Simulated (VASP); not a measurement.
# Fe: single point with PBE

Fe:

```
CELL_PARAMETERS angstrom
-1.44300 1.44300 1.44300
1.44300 -1.44300 1.44300
1.44300 1.44300 -1.44300
ATOMIC_POSITIONS crystal
Fe 0.00000 0.00000 0.00000
```

| Property | Result |
| --- | --- |
| Program | VASP 6.6.1 |
| Task | single point |
| Functional | PBE |
| Potentials or basis | VASP PAW PBE potentials, release 64 (Fe) |
| Cutoff | 520 eV |
| k mesh | 11 × 11 × 11 |
| Occupations | methfessel-paxton, width 0.025 eV |
| Spin | collinear spin, ferromagnetic start |
| Starting moments | [3.0] μB |

```
Pressure                                              : -9.5 GPa
Net moment                                            : 2.27 μB per cell
Site moments                                          : Fe +2.28 μB
Valence electrons inside the program's atomic spheres : Fe 7.16
```

Levels at points of the mesh, in eV from the Fermi level:
Spin up:
| k point | band 2 | band 3 | band 4 | band 5 | band 6 | band 7 | band 8 | band 9 |
| --- | --- | --- | --- | --- | --- | --- | --- | --- |
| (0.00, 0.00, 0.00) | -2.16 | -2.16 | -2.16 | -1.05 | -1.05 | 24.53 | 24.53 | 24.53 |
Spin down:
```tsv
k point	band 1	band 2	band 3	band 4	band 5	band 6	band 7	band 8
(0.00, 0.00, 0.00)	-7.89	-0.16	-0.16	-0.16	1.76	1.76	24.24	24.24
```

It took 26 s on 1 thread of Intel(R) Xeon(R) Platinum 8259CL CPU @ 2.50GHz (Skylake/Cascade Lake), with other jobs on the host, peak memory 0.14 GiB.
